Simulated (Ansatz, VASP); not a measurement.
Two plane-wave programs on Al2Cu

```
CELL_PARAMETERS angstrom
-2.99655 3.08645 2.41392
2.99655 -3.08645 2.41392
2.99655 3.08645 -2.41392
ATOMIC_POSITIONS crystal
Al 0.15932 0.65932 0.81864
Al 0.65932 0.84068 0.50000
Al 0.84068 0.34068 0.18136
Al 0.34068 0.15932 0.50000
Cu 0.75000 0.75000 0.00000
Cu 0.25000 0.25000 0.00000
```

Change from the starting cell: strain +0.0300 x Voigt [0, 1, 0, 0, 0, 0], atoms carried along.

Alike in both runs: task single point; functional PBEsol; k mesh 12 × 12 × 12; occupations gaussian, width 0.15 eV; no spin polarisation.

```csv
,VASP,Ansatz
version,VASP 6.6.1,Ansatz 0.2.0
potentials or method,"VASP PAW PBE potentials, release 64 (Al, Cu), cutoff 520 eV","scalar-relativistic, plane waves, PAW"
valence electrons in the cell,34,50
```

```csv
,VASP,Ansatz,Ansatz less VASP
gap on the k mesh at the Fermi level (eV),none,none,-
pressure (GPa),-3.0,-2.9,+0.01
"traceless stress, the component that is largest in VASP (GPa)",-2.35,-2.36,-0.012
rms of the force components (eV/Å),0.048,0.047,-0.0013
```

VASP's potentials were made for PBE, not for PBEsol. Atom by atom the forces differ by 0.002 eV/Å (rms over components). A gap of «none» marks a metal or a gap that the smearing closes. VASP's potentials hold 34 valence electrons a cell and Ansatz's 50, so a difference there can come from the potentials and not from the codes.
